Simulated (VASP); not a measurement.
# MnO (Fm-3m) in VASP: a series of runs, part 2 of 2

VASP 6.6.1.

### Step 3. Single point, HSE06, collinear spin, ferromagnetic start

Input file POSCAR:

```
MnO
1.0
    0.0000000000      2.2089816980      2.2089816980
    2.2089816980      0.0000000000      2.2089816980
    2.2089816980      2.2089816980      0.0000000000
Mn O
1 1
Direct
    0.0000000000      0.0000000000      0.0000000000
    0.5000000000      0.5000000000      0.5000000000
```

Input file INCAR.step1:

```
SYSTEM = MnO
  ALGO = Normal
  EDIFF = 1E-5
  ENCUT = 520
  GGA = PE
  ISIF = 2
  ISMEAR = -1
  ISPIN = 2
  LASPH = .True.
  LCHARG = .False.
  LMAXMIX = 4
  LORBIT = 11
  LREAL = .False.
  LWAVE = .True.
  MAGMOM = 4 0
  NBANDS = 20
  NELM = 150
  PREC = Accurate
  SIGMA = 0.05
```

Input file INCAR.step2:

```
SYSTEM = MnO
  ALGO = Normal
  EDIFF = 1E-6
  ENCUT = 520
  GGA = PE
  HFSCREEN = 0.2079
  ISIF = 2
  ISMEAR = -1
  ISPIN = 2
  ISTART = 1
  LASPH = .True.
  LCHARG = .False.
  LHFCALC = .True.
  LMAXMIX = 4
  LORBIT = 11
  LREAL = .False.
  LWAVE = .False.
  MAGMOM = 4 0
  NBANDS = 20
  NELM = 150
  PREC = Accurate
  PRECFOCK = Normal
  SIGMA = 0.05
```

Input file KPOINTS:

```
k-points
0
Gamma
  5 5 5
  0 0 0
```

Potentials or basis: VASP PAW PBE potentials, release 64 (Mn_pv, O).

Started as:

```bash
cat potpaw_PBE.64/Mn_pv/POTCAR potpaw_PBE.64/O/POTCAR > POTCAR
cp INCAR.step1 INCAR
mpirun -np 1 vasp_std > vasp.out
cp INCAR.step2 INCAR
mpirun -np 1 vasp_std > vasp.out
```

OUTCAR:

```text
SYSTEM = MnO
   EDIFF = 1E-6
   ENCUT = 520
   GGA = PE
   HFSCREEN = 0.2079
   ISIF = 2
   ISMEAR = -1
   ISPIN = 2
   ISTART = 1
   LASPH = .True.
   LHFCALC = .True.
   LORBIT = 11
   LREAL = .False.
   NELM = 150
   PREC = Accurate
   PRECFOCK = Normal

 ion  position               nearest neighbor table
   1  0.000  0.000  0.000-   2 2.21   2 2.21   2 2.21   2 2.21   2 2.21   2 2.21
   2  0.500  0.500  0.500-   1 2.21   1 2.21   1 2.21   1 2.21   1 2.21   1 2.21

  LATTYP: Found a face centered cubic cell.
 ALAT       =     4.4179633960

  Lattice vectors:

 A1 = (   0.0000000000,   2.2089816980,   2.2089816980)
 A2 = (   2.2089816980,   0.0000000000,   2.2089816980)
 A3 = (   2.2089816980,   2.2089816980,   0.0000000000)

Analysis of symmetry for initial positions (statically):
=====================================================================
 Subroutine PRICEL returns:
 Original cell was already a primitive cell.

 Routine SETGRP: Setting up the symmetry group for a
 face centered cubic supercell.

[... 420 lines left out ...]
      5       3.5688      1.00000
      6       3.5688      1.00000
[... 219 lines left out ...]
     19      36.2049      0.00000
     20      36.9710      0.00000

------------------------ aborting loop because EDIFF is reached ----------------------------------------

  FORCE on cell =-STRESS in cart. coord.  units (eV):
  Direction    XX          YY          ZZ          XY          YZ          ZX
  --------------------------------------------------------------------------------------
  -------------------------------------------------------------------------------------
  Total        0.6723179      0.6723179      0.6723179      0.0000000      0.0000000      0.0000000
  in kB       49.9664955     49.9664955     49.9664955      0.0000000      0.0000000      0.0000000
  external PRESSURE =      49.9664955 kB  Pullay stress =       0.0000000 kB

 VOLUME and BASIS-vectors are now :
 -----------------------------------------------------------------------------
  energy-cutoff  :      520.00
  volume of cell :       21.56
      direct lattice vectors                 reciprocal lattice vectors
     0.000000000  2.208981698  2.208981698    -0.226348639  0.226348639  0.226348639
     2.208981698  0.000000000  2.208981698     0.226348639 -0.226348639  0.226348639
     2.208981698  2.208981698  0.000000000     0.226348639  0.226348639 -0.226348639

 POSITION                                       TOTAL-FORCE (eV/Angst)
 -----------------------------------------------------------------------------------
      0.00000      0.00000      0.00000         0.000000      0.000000      0.000000
      2.20898      2.20898      2.20898        -0.000000     -0.000000     -0.000000
 -----------------------------------------------------------------------------------
    total drift:                                0.000000      0.000000      0.000000

  FREE ENERGIE OF THE ION-ELECTRON SYSTEM (eV)
  ---------------------------------------------------
  free  energy   TOTEN  =       -23.7516951228 eV

  energy  without entropy=      -23.7516951030  energy(sigma->0) =      -23.75169511

 total charge

# of ion       s       p       d       tot
------------------------------------------
    1        0.200   6.183   4.960  11.343
    2        1.556   3.492   0.000   5.049
--------------------------------------------------
tot          1.757   9.675   4.960  16.392

 magnetization (x)

# of ion       s       p       d       tot
------------------------------------------
    1        0.025   0.020   4.535   4.580
    2        0.027   0.178   0.000   0.204
--------------------------------------------------
tot          0.052   0.197   4.535   4.784
```

OUTCAR.step1:

```text
SYSTEM = MnO
   EDIFF = 1E-5
   ENCUT = 520
   GGA = PE
   ISIF = 2
   ISMEAR = -1
   ISPIN = 2
   LASPH = .True.
   LORBIT = 11
   LREAL = .False.
   NELM = 150
   PREC = Accurate

 ion  position               nearest neighbor table
[... 689 lines left out ...]

# of ion       s       p       d       tot
------------------------------------------
    1        0.207   6.182   4.985  11.374
    2        1.562   3.421   0.000   4.983
--------------------------------------------------
tot          1.770   9.602   4.985  16.357

 magnetization (x)

# of ion       s       p       d       tot
------------------------------------------
    1        0.035   0.026   4.237   4.298
    2        0.032   0.168   0.000   0.200
--------------------------------------------------
tot          0.067   0.194   4.237   4.497
```

Wall time 47 min (1 thread of Intel Xeon 8259CL, shared host); peak memory 0.26 GiB.

What came out:

```
Free energy                                           : -23.7517 eV
Pressure                                              : 5.0 GPa
Band gap on the k mesh                                : 1.49 eV (least direct gap 4.22 eV)
Net moment                                            : 5.00 μB per cell
Site moments                                          : Mn +4.58; O +0.20 μB
Valence electrons inside the program's atomic spheres : Mn 11.34; O 5.05
```

Caveat: the k points lie up to 0.49 Å⁻¹ apart; the PAW data sets were made with another functional, which shifts forces and pressure a little; an odd mesh through Γ misses points on the zone boundary, where band edges can lie; a cell with one magnetic atom can't hold antiferromagnetic order, which such compounds often take.

### Step 4. Single point, LDA, collinear spin, ferromagnetic start

This run uses another cell than the first one, of 10.34 Å³/atom.

Input file INCAR:

```
PREC = Accurate
ENCUT = 700
EDIFF = 1E-6
ISMEAR = -1
SIGMA = 0.05
LREAL = F
LASPH = T
NELM = 200
ALGO = Normal
ISIF = 2
LWAVE = F
LCHARG = F
ISPIN = 2
MAGMOM = 4 0
LORBIT = 11
LMAXMIX = 4
GGA = CA
NBANDS = 22
GGA_COMPAT = F
```

Input file KPOINTS:

```
Automatic mesh
0
Gamma
  10 10 10
```

Input file POSCAR:

```
MnO
1.0
    0.0000000000      2.1785090927      2.1785090927
    2.1785090927      0.0000000000      2.1785090927
    2.1785090927      2.1785090927      0.0000000000
Mn O
1 1
Direct
    0.0000000000      0.0000000000      0.0000000000
    0.5000000000      0.5000000000      0.5000000000
```

Potentials or basis: VASP PAW LDA potentials, release 64 (Mn_sv, O).

Started as:

```bash
cat potpaw_LDA.64/Mn_sv/POTCAR potpaw_LDA.64/O/POTCAR > POTCAR
mpirun -np 1 vasp_std > vasp.out
```

Wall time 29 s (1 thread of Intel Xeon 6975P-C (Granite Rapids), shared host); peak memory 0.18 GiB.

It converged, with:

```yaml
Free_energy: -17.7740 eV
Pressure: -14.5 GPa
Net_moment: 4.29 μB per cell
Site_moments: Mn +3.77; O +0.17 μB
Valence_electrons_inside_the_program's_atomic_spheres: Mn 12.85; O 4.95
```

Levels at points of the mesh, in eV from the Fermi level:
Spin up:
| k point | band 10 | band 11 | band 12 | band 13 | band 14 | band 15 | band 16 | band 17 |
| --- | --- | --- | --- | --- | --- | --- | --- | --- |
| (0.00, 0.00, 0.00) | -3.03 | -3.03 | -2.49 | -2.49 | -0.11 | 14.19 | 16.69 | 16.69 |
| (0.50, 0.00, 0.00) | -2.00 | -1.59 | 0.52 | 0.52 | 3.64 | 8.23 | 12.21 | 12.21 |
| (0.50, 0.50, 0.00) | -2.00 | -1.67 | -1.67 | -1.52 | 5.49 | 8.08 | 10.78 | 14.21 |
Spin down:
```
           k point  band 6  band 7  band 8  band 9  band 10  band 11
(0.00, 0.00, 0.00)   -3.77   -3.77   -3.77    0.12     0.12     0.12
(0.50, 0.00, 0.00)   -8.08   -5.46   -5.46    1.47     1.47     1.47
(0.50, 0.50, 0.00)   -7.00   -4.80   -4.80   -1.56     1.46     1.82
```

Caveat: the cell stands under tension; a cell with one magnetic atom can't hold antiferromagnetic order, which such compounds often take; semilocal functionals often make such compounds metallic where correlation or magnetic order opens a gap, which also shifts bond lengths. With open d or f shells a metallic result of LDA can be an artefact of self-interaction; +U or a hybrid may open a gap.

### Step 5. The runs side by side

```tsv
level	potentials or basis	cell	k mesh	cutoff (eV)	grid for exact exchange (PRECFOCK)	share of exact exchange	screening parameter	gap on the mesh (eV)	pressure (GPa)	moment (μB)
LDA	VASP PAW LDA potentials, release 64 (Mn_sv, O)	a = 3.124 Å, angles 60.0°, 2 atoms	10 × 10 × 10	700	-	-	-	none	-17.5	4.44
HSE06	VASP PAW PBE potentials, release 64 (Mn_pv, O)	a = 3.124 Å, angles 60.0°, 2 atoms	5 × 5 × 5	520	Normal	0.25	0.2079 1/Å	1.49	5.0	5.00
LDA	VASP PAW LDA potentials, release 64 (Mn_sv, O)	a = 3.081 Å, angles 60.0°, 2 atoms	10 × 10 × 10	700	-	-	-	none	-14.5	4.29
```

Alike in all rows: task single point; spin collinear, ferromagnetic start; smearing fermi-dirac 0.05 eV.

Caveats: some runs use coarse meshes; a cell with one magnetic atom can't hold antiferromagnetic order, which such compounds often take; the cell stands under tension (at least some runs); semilocal functionals often make such compounds metallic where correlation or magnetic order opens a gap, which also shifts bond lengths (at least some runs); the PAW data sets were made with another functional, which shifts forces and pressure a little (at least some runs); an odd mesh through Γ misses points on the zone boundary, where band edges can lie (at least some runs).

Total energies depend on the potentials used, so only differences within one code and one set of settings carry meaning.
